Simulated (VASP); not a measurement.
# Al3BP2 (R-3m) in VASP: further runs, part 2 of 2

VASP 6.6.1. The steps go on from the part before.

## 3. Relaxation of cell and atoms, PBE

This run uses another cell than the first one, of 15.54 Å³/atom, 1.012 times its volume.

File INCAR:

```
SYSTEM = Al3BP2
ALGO = Normal
EDIFF = 1E-6
EDIFFG = -0.04
ENCUT = 600
GGA = PE
IBRION = 2
ISIF = 3
ISMEAR = 0
LASPH = .True.
LCHARG = .False.
LREAL = .False.
LWAVE = .False.
NELM = 80
NSW = 90
PREC = Accurate
SIGMA = 0.1
```

File KPOINTS:

```
k-points
0
Gamma
  6 6 6
  0 0 0
```

File POSCAR:

```
Al3BP2
1.0
    2.5725367900      1.4852548100      4.0675106400
   -2.5725367900      1.4852548100      4.0675106400
    0.0000000000     -2.9705096100      4.0675106400
Al B P
3 1 2
Direct
    0.0000000000      0.5000000000      0.0000000000
    0.5000000000      0.0000000000      0.0000000000
    0.0000000000      0.0000000000      0.5000000000
    0.0000000000      0.0000000000      0.0000000000
    0.6254743900      0.6254743900      0.6254743900
    0.3745256100      0.3745256100      0.3745256100
```

Potentials or basis: VASP PAW PBE potentials, release 64 (Al, B, P).

Command:

```bash
$ cat potpaw_PBE.64/Al/POTCAR potpaw_PBE.64/B/POTCAR potpaw_PBE.64/P/POTCAR > POTCAR
$ mpirun -np 1 vasp_std > vasp.out
```

OUTCAR:

```text
SYSTEM = Al3BP2
   EDIFF = 1E-6
   EDIFFG = -0.04
   ENCUT = 600
   GGA = PE
   IBRION = 2
   ISIF = 3
   ISMEAR = 0
   LASPH = .True.
   LREAL = .False.
   NELM = 80
   NSW = 90
   PREC = Accurate

 ion  position               nearest neighbor table
   1  0.000  0.500  0.000-   4 2.52   4 2.52   3 2.57   3 2.57   2 2.57   2 2.57   6 2.94   5 2.94
                             5 2.99   6 2.99   5 2.99   6 2.99
   2  0.500  0.000  0.000-   4 2.52   4 2.52   3 2.57   3 2.57   1 2.57   1 2.57   6 2.94   5 2.94
                             5 2.99   6 2.99   6 2.99   5 2.99
   3  0.000  0.000  0.500-   4 2.52   4 2.52   2 2.57   1 2.57   1 2.57   2 2.57   6 2.94   5 2.94
                             5 2.99   6 2.99   5 2.99   6 2.99
   4  0.000  0.000  0.000-   3 2.52   3 2.52   1 2.52   2 2.52   1 2.52   2 2.52
   5  0.625  0.625  0.625-   1 2.94   2 2.94   3 2.94   1 2.99   2 2.99   2 2.99   1 2.99   3 2.99
                             3 2.99
   6  0.375  0.375  0.375-   1 2.94   2 2.94   3 2.94   2 2.99   1 2.99   2 2.99   1 2.99   3 2.99
                             3 2.99

  LATTYP: Found a trigonal (rhomboedric) cell.
 ALAT       =     5.0367221675
 COS(alpha) =     0.4782563238

  Lattice vectors:

 A1 = (   2.5725367900,   1.4852548100,   4.0675106400)
 A2 = (  -2.5725367900,   1.4852548100,   4.0675106400)
 A3 = (   0.0000000000,  -2.9705096100,   4.0675106400)

Analysis of symmetry for initial positions (statically):
[... 276 lines left out ...]
      4       5.5006      2.00000
      5       5.5006      2.00000
      6       6.6049      2.00000
      7       6.6049      2.00000
      8       7.2144      2.00000
      9       8.5071      2.00000
     10      11.6354      2.00000
     11      11.6354      2.00000
     12      13.3226      0.00000
     13      13.3226      0.00000
     14      13.5071      0.00000
[... 448 lines left out ...]
  FREE ENERGIE OF THE ION-ELECTRON SYSTEM (eV)
  ---------------------------------------------------
  free  energy   TOTEN  =       -23.4200359929 eV

  energy  without entropy=      -23.4094071068  energy(sigma->0) =      -23.41472155

[... ionic steps 4 to 12 ...]

--------------------------------------- Ionic step       13  -------------------------------------------

 number of electron      22.0000000 magnetization

------------------------ aborting loop because EDIFF is reached ----------------------------------------
[... 75 lines left out ...]
--------------------------------------- Ionic step       15  -------------------------------------------

 number of electron      22.0000000 magnetization

 Free energy of the ion-electron system (eV)
  ---------------------------------------------------
  ext. energy  EPLUGINS =         0.00000000
  ---------------------------------------------------
  free energy    TOTEN  =       -27.72177598 eV

  energy without entropy =      -27.70915032  energy(sigma->0) =      -27.71546315

 E-fermi :   7.5131     XC(G=0): -10.3544

 val. band max:        7.4618938910   @ k =  -0.3333   0.3333   0.1667
 cond. band min:       7.5639626430   @ k =  -0.3333   0.1667   0.0000
 fundamental gap:      0.1020687520
 Fermi energy:         7.5130675156

 k-point     1 :       0.0000    0.0000    0.0000
  band No.  band energies     occupation
      1      -6.2727      2.00000
      2      -1.7996      2.00000
      3      -1.2443      2.00000
      4       2.8708      2.00000
      5       2.8708      2.00000
      6       3.1945      2.00000
      7       3.1945      2.00000
      8       3.7933      2.00000
      9       5.0478      2.00000
     10       6.3377      2.00000
     11       6.3377      2.00000
     12       9.1782      0.00000
     13       9.1856      0.00000
     14       9.1856      0.00000
[... 448 lines left out ...]
  FREE ENERGIE OF THE ION-ELECTRON SYSTEM (eV)
  ---------------------------------------------------
  free  energy   TOTEN  =       -27.7217759836 eV

  energy  without entropy=      -27.7091503159  energy(sigma->0) =      -27.71546315

 reached required accuracy - stopping structural energy minimisation
```

OSZICAR:

```text
N       E                     dE             d eps       ncg     rms          rms(c)
DAV:   1     0.540114335202E+02    0.54011E+02   -0.98172E+03   960   0.140E+03
DAV:   2    -0.211383524778E+02   -0.75150E+02   -0.73357E+02  1304   0.166E+02
DAV:   3    -0.247656980285E+02   -0.36273E+01   -0.35764E+01  1304   0.369E+01
[... 148 lines left out ...]
DAV:   2    -0.277218085535E+02    0.16205E-03   -0.59638E-04  1107   0.152E-01    0.426E-02
DAV:   3    -0.277217841507E+02    0.24403E-04   -0.12239E-04  1233   0.596E-02    0.183E-02
DAV:   4    -0.277217783175E+02    0.58332E-05   -0.11396E-05  1198   0.205E-02    0.607E-03
DAV:   5    -0.277217762298E+02    0.20877E-05   -0.21905E-06   792   0.982E-03    0.355E-03
DAV:   6    -0.277217759836E+02    0.24616E-06   -0.54968E-07   522   0.480E-03
  15 F= -.27721776E+02 E0= -.27715463E+02  d E =-.477208E-03
```

It took 6 min on 1 thread of Intel Xeon Platinum 8488C (Sapphire Rapids), shared host; peak memory 0.28 GiB.

What came out:

```yaml
Free_energy: -27.7218 eV
Relaxed_volume: 15.31 Å³/atom
Relaxed_cell: a = 4.519 Å, b = 4.519 Å, c = 4.519 Å, α = 86.69°, β = 86.69°, γ = 86.69°
Space_group_after_relaxing_to_0.05_Å: R-3m (No. 166)
Energy_gained_by_relaxing: 564.0 meV/atom
Ionic_steps: 15
Pressure_after_relaxing: 0.2 GPa
Band_gap_on_the_k_mesh: zero (band 11 reaches 8.91 eV, above the bottom of band 12 at 6.72 eV)
```

Forces on the atoms (eV/Å):
```
Al   0.000  0.000  0.000
Al   0.000  0.000  0.000
Al   0.000  0.000  0.000
B    0.000  0.000  0.000
P    0.000  0.000 -0.002
P    0.000  0.000  0.002
```

Stress tensor (GPa, compression positive):
```
0.21 0.00 0.00
0.00 0.21 0.00
0.00 0.00 0.13
```

Step by step:
```tsv
step	energy change (eV)	largest force (eV/Å)	pressure (GPa)	volume (Å³)
1	0.0000	0.1618	-5.52	93.25
2	-0.7833	0.1917	-1.71	85.98
3	0.9176	0.1909	58.94	63.67
4	-1.1962	0.0263	6.25	79.52
5	-1.2671	0.2811	12.63	76.10
6	-1.5552	0.2352	12.84	77.25
7	-2.5099	1.5282	16.01	78.74
8	9.2841	49.7759	74.41	76.02
9	-2.6360	1.7767	17.54	78.82
10	-3.2327	1.2865	6.99	86.36
11	-3.3154	1.1293	3.21	90.04
12	-3.3186	1.0929	2.40	90.92
13	-3.3833	0.0510	0.57	91.55
14	-3.3837	0.0241	0.43	91.61
15	-3.3841	0.0022	0.19	91.84
```

Final structure:
```
Al B P
1.0
     3.10182    1.79084    2.75559
    -3.10182    1.79084    2.75559
     0.00000   -3.58167    2.75559
Al B P
3 1 2
Direct
  0.00000 0.50000 0.00000
  0.50000 0.00000 0.00000
  0.00000 0.00000 0.50000
  0.00000 0.00000 0.00000
  0.62970 0.62970 0.62970
  0.37030 0.37030 0.37030
```
